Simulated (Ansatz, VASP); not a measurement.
**MgO: VASP beside Ansatz**

File INCAR:

```
PREC     = Accurate       # precision mode
ENCUT    = 840            # plane-wave cutoff, eV
EDIFF    = 1E-6           # SCF threshold, eV
ISMEAR   = 0              # smearing method
SIGMA    = 0.02           # smearing width, eV
LREAL    = F              # projectors in reciprocal space
LASPH    = T              # aspherical terms in the spheres
NELM     = 120            # most SCF steps
ALGO     = Normal         # electronic algorithm
ISIF     = 2              # what is computed and relaxed
LWAVE    = F              # write WAVECAR
LCHARG   = F              # write CHGCAR
GGA      = PE             # functional
NBANDS   = 15             # bands
GGA_COMPAT= F
```

The input KPOINTS:

```
regular mesh
0
Gamma
  10 10 10
```

The input POSCAR:

```
MgO
1.0
    0.0000000000      2.0735331938      2.0735331938
    2.0735331938      0.0000000000      2.0735331938
    2.0735331938      2.0735331938      0.0000000000
Mg O
1 1
Direct
    0.0000000000      0.0000000000      0.0000000000
    0.5000000000      0.5000000000      0.5000000000
```

Input for Ansatz:

```yaml
crystal:
  lattice:
    - [0.0, 2.0735332027, 2.0735332027]
    - [2.0735332027, 0.0, 2.0735332027]
    - [2.0735332027, 2.0735332027, 0.0]
  atoms:
    - { symbol: Mg, position: [0.0, 0.0, 0.0] }
    - { symbol: O, position: [0.5, 0.5, 0.5] }
basis:
  ecutwfc: 420
kpoints:
  mp_grid: { grid: [10, 10, 10] }
  band_path:
    path:
      - [[0.0, 0.0, 0.0], [0.5, 0.0, 0.5], [0.625, 0.25, 0.625]]
      - [[0.375, 0.375, 0.75], [0.0, 0.0, 0.0], [0.5, 0.5, 0.5], [0.5, 0.25, 0.75], [0.5, 0.0, 0.5]]
    npoints: 12
hamiltonian:
  xc: pbe
scf:
  occupations: { method: gaussian, width: 0.02 }
  n_extra_bands: 6
output:
  forces: true
  stress: true
  eigenvalues: true
```

Alike in both runs: task single point; functional PBE; k mesh 10 × 10 × 10; occupations gaussian, width 0.02 eV; no spin polarisation.

|  | VASP | Ansatz |
| --- | --- | --- |
| version | VASP 6.6.1 | Ansatz 0.2.0 |
| potentials or method | VASP PAW PBE potentials, release 64 (Mg_sv, O), cutoff 840 eV | scalar-relativistic, plane waves, PAW |
| valence electrons in the cell | 16 | 16 |

Ansatz gave:

```
gap on the k mesh at the Fermi level (eV) : 5.21
least direct gap on the mesh (eV)         : 5.21
pressure (GPa)                            : 13.3
```

Task: Estimate VASP's values.

Result: gap on the k mesh at the Fermi level (eV): 5.21; least direct gap on the mesh (eV): 5.21; pressure (GPa): 13.5.
